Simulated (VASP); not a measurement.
# MoS2: single point with PBEsol

The system is MoS2.

```
Mo S
1.0
     3.16030    0.00000    0.00000
    -1.58015    2.73690    0.00000
     0.00000    0.00000   10.93180
Mo S
2 4
Direct
  0.33333 0.66667 0.25000
  0.66667 0.33333 0.75000
  0.33333 0.66667 0.62599
  0.66667 0.33333 0.12599
  0.33333 0.66667 0.87401
  0.66667 0.33333 0.37401
```

This cell differs from its parent crystal: volume 15.759 Å^3 an atom, c/a of the conventional cell 3.4591.

```json
{"Program": "VASP 6.6.1", "Task": "single point", "Functional": "PBEsol", "Potentials or basis": "VASP PAW PBE potentials, release 64 (Mo_sv, S)", "Cutoff": "520 eV", "k mesh": "12 × 12 × 4", "Occupations": "methfessel-paxton, width 0.2 eV", "Spin": "no spin polarisation", "Dipole correction": "no", "Further INCAR settings": "ALGO = Normal; EDIFF = 1e-06; NBANDS = 35"}
```

```yaml
Pressure: 27.5 GPa
Largest_force: 4.465 eV/Å
Band_gap_on_the_k_mesh: zero (band 26 reaches 10.18 eV, above the bottom of band 27 at 9.28 eV)
```

Forces in eV/Å, atoms in the order of the input:
```
Mo   0.000  0.000  0.000
Mo   0.000  0.000  0.000
S    0.000  0.000 -4.465
S    0.000  0.000 -4.465
S    0.000  0.000  4.465
S    0.000  0.000  4.465
```

Stress tensor (GPa, compression positive):
```
18.09  0.00  0.00
 0.00 18.09  0.00
 0.00  0.00 46.40
```

Levels at points of the mesh, in eV from the Fermi level:
| k point | band 22 | band 23 | band 24 | band 25 | band 26 | band 27 | band 28 | band 29 | band 30 | band 31 |
| --- | --- | --- | --- | --- | --- | --- | --- | --- | --- | --- |
| (0.00, 0.00, 0.00) | -3.61 | -3.61 | -0.92 | -0.37 | 0.56 | 1.62 | 1.62 | 1.64 | 1.64 | 2.33 |
| (0.50, 0.00, 0.00) | -2.79 | -2.77 | -2.33 | -2.27 | -1.74 | 0.75 | 0.89 | 1.37 | 1.49 | 2.92 |
| (0.00, 0.00, 0.50) | -3.66 | -2.45 | -2.45 | 0.36 | 0.36 | 1.62 | 1.62 | 1.62 | 1.62 | 2.54 |
| (0.50, 0.00, 0.50) | -2.92 | -2.68 | -2.68 | -1.90 | -1.90 | 0.81 | 0.81 | 1.44 | 1.44 | 3.27 |

Run time: 2 min on 1 thread of Intel(R) Xeon(R) Platinum 8488C (Sapphire Rapids), on a shared host, peak memory 0.29 GiB.

Caveat: the PAW data sets were made with another functional, which shifts forces and pressure a little.
